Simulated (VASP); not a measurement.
Write the native input for VASP 6.6.1 that does the following.

| Item | Value |
| --- | --- |
| Task | single point |
| Functional | PBE |
| Dispersion | D3(BJ) |
| Potentials or basis | VASP PAW PBE potentials, release 64 (Si) |
| Cutoff | 520 eV |
| k mesh | 22 × 22 × 22 |
| Occupations | gaussian, width 0.15 eV |
| Spin | no spin polarisation |
| Dipole correction | no |
| Further INCAR settings | ALGO = Normal; EDIFF = 1e-07; NBANDS = 8 |

The structure of Si lies in POSCAR:

```
Si
1.0
    0.0000000000      1.9108305409      1.8630597774
    1.9108305409      0.0000000000      1.8630597774
    1.9108305409      1.9108305409      0.0000000000
Si
1
Direct
    0.0000000000      0.0000000000      0.0000000000
```

This cell differs from its parent crystal: strain +0.000 along x and y, -0.025 along z.

These files were run (other wordings do the same):

INCAR

```
SYSTEM = Si
PREC     = Accurate       ! precision mode
ENCUT    = 520            ! plane-wave cutoff, eV
EDIFF    = 1E-7           ! SCF threshold, eV
ISMEAR   = 0              ! smearing method
SIGMA    = 0.15           ! smearing width, eV
LREAL    = .False.        ! projectors in reciprocal space
LASPH    = .True.         ! aspherical terms in the spheres
NELM     = 100            ! most SCF steps
ALGO     = Normal         ! electronic algorithm
ISIF     = 2              ! what is computed and relaxed
LWAVE    = .False.        ! write WAVECAR
LCHARG   = .True.         ! write CHGCAR
GGA      = PE             ! functional
IVDW     = 12             ! dispersion correction
LELF     = .True.         ! ELF
LVHAR    = .True.       
NBANDS   = 8              ! bands
```

KPOINTS

```
Automatic mesh
0
Gamma
  22 22 22
  0 0 0
```

Potentials or basis: VASP PAW PBE potentials, release 64 (Si).

Run with:

```sh
$ cat potpaw_PBE.64/Si/POTCAR > POTCAR
$ mpirun -np 1 vasp_std > vasp.out
```

Results of the run:

```yaml
Pressure: 0.2 GPa
Band_gap_on_the_k_mesh: zero (band 2 reaches 22.88 eV, above the bottom of band 3 at 7.77 eV)
Dispersion_energy_per_atom: -0.457 eV
```

Caveat: the cell differs from its parent crystal (strain +0.000 along x and y, -0.025 along z); pairwise dispersion overbinds metals, which lowers pressure and volume.

It took 26 s on 1 thread of Intel(R) Xeon(R) 6975P-C (Granite Rapids), with other jobs on the host, peak memory 0.19 GiB.
